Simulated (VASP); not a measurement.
A run of VASP 6.6.1 is set up as follows.

Contents of INCAR:

```
PREC     = Accurate       # precision mode
ENCUT    = 600            # plane-wave cutoff, eV
EDIFF    = 1E-6           # SCF threshold, eV
ISMEAR   = 0              # smearing method
SIGMA    = 0.02           # smearing width, eV
LREAL    = False          # projectors in reciprocal space
LASPH    = True           # aspherical terms in the spheres
NELM     = 60             # most SCF steps
ALGO     = Normal         # electronic algorithm
ISIF     = 4              # what is computed and relaxed
LWAVE    = False          # write WAVECAR
LCHARG   = False          # write CHGCAR
GGA      = PE             # functional
IBRION   = 2              # ionic algorithm
NSW      = 50             # ionic steps
EDIFFG   = -0.01          # ionic threshold
```

The input KPOINTS:

```
regular mesh
0
Gamma
  6 6 10
```

The input POSCAR:

```
TiO2
1.0
    4.6892510196      0.0000000000      0.0000000000
    0.0000000000      4.6892510196      0.0000000000
    0.0000000000      0.0000000000      2.9932293004
Ti O
2 4
Direct
    0.0000000000      0.0000000000      0.0000000000
    0.5000000000      0.5000000000      0.5000000000
    0.3051282523      0.3051282523      0.0000000000
    0.1948717477      0.8051282523      0.5000000000
    0.6948717477      0.6948717477      0.0000000000
    0.8051282523      0.1948717477      0.5000000000
```

Potentials or basis: VASP PAW PBE potentials, release 64 (Ti_sv, O).

Launch:

```bash
$ cat potpaw_PBE.64/Ti_sv/POTCAR potpaw_PBE.64/O/POTCAR > POTCAR
$ mpirun -np 1 vasp_std > vasp.out
```

Question: Estimate the band gap on the k mesh.

Answer: 1.82 eV.

Forces in eV/Å, atoms in the order of the input:
```
Ti   0.000  0.000  0.000
Ti   0.000  0.000  0.000
O   -0.004 -0.004  0.000
O    0.004 -0.004  0.000
O    0.004  0.004  0.000
O   -0.004  0.004  0.000
```

A k mesh can miss the band edges.
